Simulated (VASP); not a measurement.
# MgHg2O3 (Cmmm) in VASP: single point with r2SCAN+rVV10

Aim: the single point of MgHg2O3 with r2SCAN+rVV10.

All numbers are computed with VASP 6.6.1; they aren't measurements. Logs are shortened: lines on timing, memory, paths and dates and some standing lists are left out, and cuts for length are marked.

## (1) The cell of the first run

The structure is orthorhombic, space group Cmmm (No. 65). The conventional cell has a = 5.546 Å, b = 9.090 Å, c = 3.747 Å, α = 90.00°, β = 90.00°, γ = 90.00°. Within 2.4 Å of Mg (site symmetry mmm) lie 2 O at 1.84 Å. Hg (site symmetry 2/m) has 6 O at 2.37 to 2.66 Å and 2 Hg at 2.77 Å within 3.1 Å. O (site symmetry m2m) has 1 Mg at 1.84 Å and 4 Hg at 2.37 Å within 2.4 Å. Within 3.5 Å of O (site symmetry mmm) lie 4 Hg at 2.66 Å and 4 O at 3.29 Å and 4 Mg at 3.35 Å.

## (2) Single point, r2SCAN+rVV10

POSCAR reads:

```
MgHg2O3
1.0
    2.7727850933     -4.5447703812      0.0000000000
    2.7727850933      4.5447703812      0.0000000000
    0.0000000000      0.0000000000      3.7467496706
Mg Hg O
1 2 3
Direct
    0.5000000000      0.5000000000      0.0000000000
    0.0000000000      0.5000000000      0.5000000000
    0.5000000000      0.0000000000      0.5000000000
    0.2979875755      0.7020124245      0.0000000000
    0.7020124245      0.2979875755      0.0000000000
    0.0000000000      0.0000000000      0.5000000000
```

INCAR.step1 reads:

```
SYSTEM = MgHg2O3
PREC = Accurate ; ENCUT = 520
ISMEAR = -1 ; SIGMA = 0.03
LREAL = .False. ; LASPH = .True.
NELM = 100 ; NBANDS = 31
GGA = PE ; ALGO = Normal
EDIFF = 1E-4 ; LWAVE = .True.
LCHARG = .False.
```

INCAR.step2 reads:

```
SYSTEM = MgHg2O3
PREC = Accurate ; ENCUT = 520
EDIFF = 1E-6 ; ISMEAR = -1
SIGMA = 0.03 ; LREAL = .False.
LASPH = .True. ; NELM = 100
ALGO = Normal ; ISIF = 2
LWAVE = .False. ; LCHARG = .False.
METAGGA = R2SCAN ; LMIXTAU = .True.
LUSE_VDW = .True. ; IVDW_NL = 2
BPARAM = 11.95 ; CPARAM = 0.0093
NBANDS = 31 ; ISTART = 1
```

KPOINTS reads:

```
regular mesh
0
Gamma
  6 6 8
  0 0 0
```

Potentials or basis: VASP PAW PBE potentials, release 64 (Mg, Hg, O).

Started as:

```
cat potpaw_PBE.64/Mg/POTCAR potpaw_PBE.64/Hg/POTCAR potpaw_PBE.64/O/POTCAR > POTCAR
cp INCAR.step1 INCAR
mpirun -np 1 vasp_std > vasp.out
cp INCAR.step2 INCAR
mpirun -np 1 vasp_std > vasp.out
```

OUTCAR:

```text
SYSTEM = MgHg2O3
   PREC = Accurate
   ENCUT = 520
   EDIFF = 1E-6
   ISMEAR = -1
   LREAL = .False.
   LASPH = .True.
   NELM = 100
   ISIF = 2
   METAGGA = R2SCAN
   IVDW_NL = 2
   BPARAM = 11.95
   ISTART = 1

 ion  position               nearest neighbor table
   1  0.500  0.500  0.000-   4 1.84   5 1.84   2 3.26   3 3.26   2 3.26   3 3.26   3 3.26   3 3.26
                             2 3.26   2 3.26
   2  0.000  0.500  0.500-   4 2.37   5 2.37   4 2.37   5 2.37   6 2.66   6 2.66   3 2.77   3 2.77
                             1 3.26   1 3.26   1 3.26   1 3.26
   3  0.500  0.000  0.500-   4 2.37   5 2.37   4 2.37   5 2.37   6 2.66   6 2.66   2 2.77   2 2.77
                             1 3.26   1 3.26   1 3.26   1 3.26
   4  0.298  0.702  0.000-   1 1.84   2 2.37   3 2.37   2 2.37   3 2.37
   5  0.702  0.298  0.000-   1 1.84   2 2.37   3 2.37   2 2.37   3 2.37
   6  0.000  0.000  0.500-   2 2.66   3 2.66   2 2.66   3 2.66

  LATTYP: Found a base centered orthorhombic cell.
 ALAT       =     5.5455701866
 B/A-ratio  =     1.6390633346
 C/A-ratio  =     0.6756292941

  Lattice vectors:

 A1 = (   2.7727850933,  -4.5447703812,   0.0000000000)
 A2 = (   2.7727850933,   4.5447703812,   0.0000000000)
 A3 = (   0.0000000000,   0.0000000000,   3.7467496706)

Analysis of symmetry for initial positions (statically):
=====================================================================
 Subroutine PRICEL returns:
 Original cell was already a primitive cell.

 Routine SETGRP: Setting up the symmetry group for a
 base centered orthorhombic supercell.

 Subroutine GETGRP returns: Found  8 space group operations
 (whereof  8 operations were pure point group operations)
 out of a pool of  8 trial point group operations.

The static configuration has the point symmetry D_2h.

Analysis of symmetry for dynamics (positions and initial velocities):
=====================================================================
 Subroutine PRICEL returns:
 Original cell was already a primitive cell.

 Routine SETGRP: Setting up the symmetry group for a
 base centered orthorhombic supercell.

 Subroutine GETGRP returns: Found  8 space group operations
 (whereof  8 operations were pure point group operations)
 out of a pool of  8 trial point group operations.

The dynamic configuration has the point symmetry D_2h.

 Subroutine INISYM returns: Found  8 space group operations
 (whereof  8 operations are pure point group operations),
 and found     1 'primitive' translations

----------------------------------------------------------------------------------------

                                     Primitive cell

  volume of cell :      94.4306
[... 98 lines left out ...]
   LREAL  =      F    real-space projection
   EDIFFG = 0.1E-04   stopping-criterion for IOM
   NSW    =      0    number of steps for IOM
   IBRION =     -1    ionic relax: 0-MD 1-quasi-New 2-CG
   NFREE  =      0    steps in history (QN), initial steepest desc. (CG)
   ISIF   =      2    stress and relaxation
   ISYM   =      2    0-nonsym 1-usesym 2-fastsym
   POTIM  = 0.5000    time-step for ionic-motion
   TEBEG  =    0.0;   TEEND  =   0.0 temperature during run
   PSTRESS=    0.0 pullay stress
   NELECT =      44.0000    total number of electrons
   NUPDOWN=      -1.0000    fix difference up-down
   EMIN   =  10.00;   EMAX   =-10.00  energy-range for DOS
   EFERMI =   0.00;   METHOD = LEGACY
   ISMEAR =    -1;   SIGMA  =   0.03  broadening in eV -4-tet -1-fermi 0-gaus
   EFERMI_NEDOS =   21; number of points for ismear=-14 and -15
   IALGO  =     38    algorithm
   IMIX   =      4    mixing-type and parameters
     AMIX     =   0.40;   BMIX     =  1.00
     AMIX_MAG =   1.60;   BMIX_MAG =  1.00
  volume/ion in A,a.u.               =      15.74       106.21
  Fermi-wavevector in a.u.,A,eV,Ry     =   1.269175  2.398393 21.916329  1.610805
  Thomas-Fermi vector in A             =   2.402230
   LORBIT       =      0    0 simple, 1 ext, 2 COOP (PROOUT), +10 PAW based schemes
   METAGGA = R2SCAN    functional components
   LHFCALC =     F    Hartree Fock is set to
   AEXX    =    0.0000 exact exchange contribution
   IVDW_NL    =     2    kernel type
   BPARAM     =11.9500
   IVDW    =     0    specifies the selected vdW correction
   LEPSILON=     F    determine dielectric tensor
   LRPA    =     F    only Hartree local field effects (RPA)
 non-spin polarized calculation
  energy-cutoff  :      520.00
  volume of cell :       94.43
 maximum number of plane-waves:      2566
   NGX = 19   NGY = 19   NGZ = 13

 number of electron      44.0000005 magnetization

 Free energy of the ion-electron system (eV)
  ---------------------------------------------------
  ext. energy  EPLUGINS =         0.00000000
  ---------------------------------------------------
  free energy    TOTEN  =      -121.92258371 eV

  energy without entropy =     -121.91591392  energy(sigma->0) =     -121.91924881

 E-fermi :   1.2758     XC(G=0): -10.6710

 val. band max:        1.2729065482   @ k =   0.5000   0.3333   0.0000
 cond. band min:       1.2996149246   @ k =   0.5000   0.5000   0.0000
 fundamental gap:      0.0267083764
 Fermi energy:         1.2758324241

 k-point     1 :       0.0000    0.0000    0.0000
  band No.  band energies     occupation
      1     -17.8725      2.00000
      2     -17.1094      2.00000
      3     -15.0916      2.00000
      4      -6.8691      2.00000
      5      -6.6744      2.00000
      6      -6.0071      2.00000
[... 805 lines left out ...]
     30      11.4853      0.00000
     31      12.3280      0.00000

 [... further k-points ...]
[... 5 lines left out ...]
  --------------------------------------------------------------------------------------
  -------------------------------------------------------------------------------------
  Total        0.9908088      0.2730985      0.8504011     -0.0000000      0.0000000      0.0000000
  in kB       16.8107700      4.6335846     14.4285119     -0.0000000      0.0000000      0.0000000
  external PRESSURE =      11.9576222 kB  Pullay stress =       0.0000000 kB

 VOLUME and BASIS-vectors are now :
 -----------------------------------------------------------------------------
  energy-cutoff  :      520.00
  volume of cell :       94.43
      direct lattice vectors                 reciprocal lattice vectors
     2.772785093 -4.544770381  0.000000000     0.180324108 -0.110016559  0.000000000
     2.772785093  4.544770381  0.000000000     0.180324108  0.110016559  0.000000000
     0.000000000  0.000000000  3.746749671     0.000000000  0.000000000  0.266898002

 POSITION                                       TOTAL-FORCE (eV/Angst)
 -----------------------------------------------------------------------------------
      2.77279      0.00000      0.00000        -0.000000      0.000000      0.000000
      1.38639      2.27239      1.87337         0.000000      0.000000      0.000000
      1.38639     -2.27239      1.87337        -0.000000      0.000000      0.000000
      2.77279      1.83620      0.00000        -0.000000     -0.041047      0.000000
      2.77279     -1.83620      0.00000        -0.000000      0.041047      0.000000
      0.00000      0.00000      1.87337         0.000000      0.000000      0.000000
 -----------------------------------------------------------------------------------
    total drift:                               -0.000000     -0.000000     -0.000000

  FREE ENERGIE OF THE ION-ELECTRON SYSTEM (eV)
  ---------------------------------------------------
  free  energy   TOTEN  =      -121.9225837074 eV

  energy  without entropy=     -121.9159139197  energy(sigma->0) =     -121.91924881
```

It took 27 min on 1 thread of AMD EPYC 7R13, shared host; peak memory 0.48 GiB.

What came out:

| Quantity | Value |
| --- | --- |
| Free energy | -121.9226 eV |
| Pressure | 1.2 GPa |
| Largest force | 0.041 eV/Å |
| Band gap on the k mesh | zero (band 22 reaches 1.45 eV, above the bottom of band 23 at 1.17 eV) |

Forces in eV/Å, atoms in the order of the input:
```
Mg   0.000  0.000  0.000
Hg   0.000  0.000  0.000
Hg   0.000  0.000  0.000
O    0.000 -0.041  0.000
O    0.000  0.041  0.000
O    0.000  0.000  0.000
```

Stress tensor (GPa, compression positive):
```
1.68 0.00 0.00
0.00 0.46 0.00
0.00 0.00 1.44
```

Levels at points of the mesh, in eV from the Fermi level:
```csv
k point,band 18,band 19,band 20,band 21,band 22,band 23,band 24,band 25,band 26,band 27
"(0.00, 0.00, 0.00)",-2.44,-1.85,-1.24,-1.23,-0.14,-0.09,4.28,5.06,5.16,6.02
"(0.50, 0.00, 0.00)",-1.60,-1.59,-1.34,-0.69,-0.04,1.03,1.70,4.65,5.07,9.76
"(0.50, 0.50, 0.00)",-2.05,-1.49,-0.28,-0.17,0.02,1.09,1.66,5.19,5.42,7.99
"(0.00, 0.00, 0.50)",-2.06,-1.62,-1.35,-1.05,-0.56,2.48,2.96,4.78,5.50,6.81
"(0.50, 0.00, 0.50)",-2.02,-1.80,-1.42,-0.64,-0.30,2.35,3.44,4.32,5.26,6.36
"(0.50, 0.50, 0.50)",-2.57,-1.10,-0.55,-0.52,0.17,2.11,3.35,4.13,6.56,6.89
```

Caveat: the PAW data sets were made with another functional, which shifts forces and pressure a little; spin-orbit coupling is left out, which moves the levels of the heavy elements.
